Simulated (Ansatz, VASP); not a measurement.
**Pb in VASP and in Ansatz**

```xyz
4
Lattice="3.5244 0.0000 0.0000 -1.7622 3.0522 0.0000 0.0000 0.0000 11.4952" Properties=species:S:1:pos:R:3 pbc="T T T"
Pb    1.7622    1.0174    8.6214
Pb    0.0000    0.0000    5.7476
Pb    0.0000    2.0348    2.8738
Pb    0.0000    0.0000    0.0000
```

Alike in both runs: functional LDA; k mesh 9 × 9 × 3; occupations fermi-dirac, width 0.05 eV; no spin polarisation.

|  | VASP | Ansatz |
| --- | --- | --- |
| version | VASP 6.6.1 | Ansatz 0.2.0 |
| potentials or method | VASP PAW LDA potentials, release 64 (Pb_d), cutoff 520 eV | all-electron LAPW, scalar-relativistic |
| task | single point | band structure |

|  | VASP | Ansatz | Ansatz less VASP |
| --- | --- | --- | --- |
| gap on the k mesh at the Fermi level (eV) | none | none | - |
| pressure (GPa) | -3.0 | -3.0 | -0.04 |
| traceless stress, the component that is largest in VASP (GPa) | 0.30 | 0.29 | -0.010 |

LDA's correlation is that of Perdew and Zunger in VASP and of Perdew and Wang (1992) in Ansatz. A gap of «none» marks a metal or a gap that the smearing closes. Ansatz ran all-electron here, and VASP with PAW potentials.

Spin-orbit coupling is off throughout.
